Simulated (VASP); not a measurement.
Wanted: the native input for a VASP 6.6.1 run.

```yaml
Task: single point
Functional: LDA
Potentials_or_basis: VASP PAW LDA potentials, release 64 (Al, Cu)
Cutoff: 520 eV
k_mesh: 10 × 10 × 14
Occupations: gaussian, width 0.15 eV
Spin: no spin polarisation
Dipole_correction: no
Further_INCAR_settings: ALGO = Fast; EDIFF = 1e-06; NBANDS = 16
```

The structure of Al2Cu lies in POSCAR:

```
Al2Cu
1.0
    4.1366000000      0.0000000000      0.0000000000
    0.0000000000      4.1366000000      0.0000000000
    0.0000000000      0.0000000000      2.9719000000
Al Cu
2 1
Direct
    0.5000000000      0.0000000000      0.5000000000
    0.0000000000      0.5000000000      0.5000000000
    0.0000000000      0.0000000000      0.0000000000
```

The input as run:

INCAR

```
SYSTEM = Al2Cu
ALGO = Fast ; EDIFF = 1E-6
ENCUT = 520 ; GGA = CA
ISIF = 2 ; ISMEAR = 0
LASPH = .TRUE. ; LCHARG = .FALSE.
LREAL = .FALSE. ; LWAVE = .FALSE.
NBANDS = 16 ; NELM = 80
PREC = Accurate ; SIGMA = 0.15
```

KPOINTS

```
k-points
0
G
  10 10 14
  0 0 0
```

Potentials or basis: VASP PAW LDA potentials, release 64 (Al, Cu).

Launch:

```console
$ cat potpaw_LDA.64/Al/POTCAR potpaw_LDA.64/Cu/POTCAR > POTCAR
$ mpirun -np 1 vasp_std > vasp.out
```

Results of the run:

The pressure is -7.6 GPa and the band gap on the k mesh is zero (an odd number of electrons rules out a gap without spin polarisation).

Caveat: the cell stands under tension.

Run time: 44 s on 1 thread of Intel(R) Xeon(R) 6975P-C (Granite Rapids) (shared host), peak memory 0.24 GiB.
